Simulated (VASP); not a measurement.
SiO2: single point with LDA

SiO2:

```
Si O
1.0
     4.47311    0.00000    0.00000
     0.00000    4.47311    0.00000
     0.00000    0.00000    2.66374
Si O
2 4
Direct
  0.50000 0.50000 0.50000
  0.00000 0.00000 0.00000
  0.69443 0.69443 0.00000
  0.19443 0.80557 0.50000
  0.30557 0.30557 0.00000
  0.80557 0.19443 0.50000
```

This cell differs from its parent crystal: volume 8.883 Å^3 an atom, c/a of the conventional cell 0.5955.

* Program: VASP 6.6.1
* Task: single point
* Functional: LDA
* Potentials or basis: VASP PAW LDA potentials, release 64 (Si, O)
* Cutoff: 520 eV
* k mesh: 6 × 6 × 10
* Occupations: gaussian, width 0.05 eV
* Spin: no spin polarisation

The pressure is -32.6 GPa and the largest force is 1.540 eV/Å. The band gap on the k mesh is 3.52 eV, direct.

Forces in eV/Å, atoms in the order of the input:
```
Si   0.000  0.000  0.000
Si   0.000  0.000  0.000
O   -1.089 -1.089  0.000
O   -1.089  1.089  0.000
O    1.089  1.089  0.000
O    1.089 -1.089  0.000
```

Stress tensor (GPa, compression positive):
```
-39.34   0.00   0.00
  0.00 -39.34   0.00
  0.00   0.00 -19.14
```

Levels at points of the mesh, in eV from the valence-band top:
```
           k point  band 14  band 15  band 16  band 17  band 18  band 19
(0.00, 0.00, 0.00)    -0.88    -0.88     0.00     3.52     6.93     7.97
(0.50, 0.00, 0.00)    -2.11    -1.01    -1.01     6.15     6.15     8.83
(0.50, 0.50, 0.00)    -2.29    -2.06    -2.06     6.18     6.18     9.40
(0.00, 0.00, 0.50)    -2.34    -2.23    -2.23     7.02     7.02    10.46
(0.50, 0.00, 0.50)    -2.07    -1.45    -1.45     6.96     6.96     7.76
(0.50, 0.50, 0.50)    -1.63    -1.28    -1.28     5.28     5.28     9.48
```

It took 29 s on 1 thread of Intel(R) Xeon(R) 6975P-C (Granite Rapids) (shared host), peak memory 0.17 GiB.

Caveat: forces of over 1 eV/Å act on the atoms, so gaps and moduli don't describe the material at rest. A k mesh can miss the band edges.
